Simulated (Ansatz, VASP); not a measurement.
## One calculation of ZrB, two programs

```
Zr B
1.0
     0.00000    2.32500    2.32500
     2.32500    0.00000    2.32500
     2.32500    2.32500    0.00000
Zr B
1 1
Direct
  0.00000 0.00000 0.00000
  0.48656 0.48656 0.51344
```

Change from the starting cell: all B atoms moved +0.062 Å, as atom 2 towards its neighbour atom 1 (Zr) at 2.325 Å.

Alike in both runs: task single point; functional PBEsol; k mesh 18 × 18 × 18; occupations gaussian, width 0.15 eV; no spin polarisation.

|  | VASP | Ansatz |
| --- | --- | --- |
| version | VASP 6.6.1 | Ansatz 0.2.0 |
| potentials or method | VASP PAW PBE potentials, release 64 (Zr_sv, B), cutoff 520 eV | scalar-relativistic, plane waves, PAW |
| valence electrons in the cell | 15 | 15 |

|  | VASP | Ansatz | Ansatz less VASP |
| --- | --- | --- | --- |
| gap on the k mesh at the Fermi level (eV) | none | none | - |
| rms of the force components (eV/Å) | 0.373 | 0.372 | -0.0014 |

VASP's potentials were made for PBE, not for PBEsol. Atom by atom the forces differ by 0.001 eV/Å (rms over components). A gap of «none» marks a metal or a gap that the smearing closes.
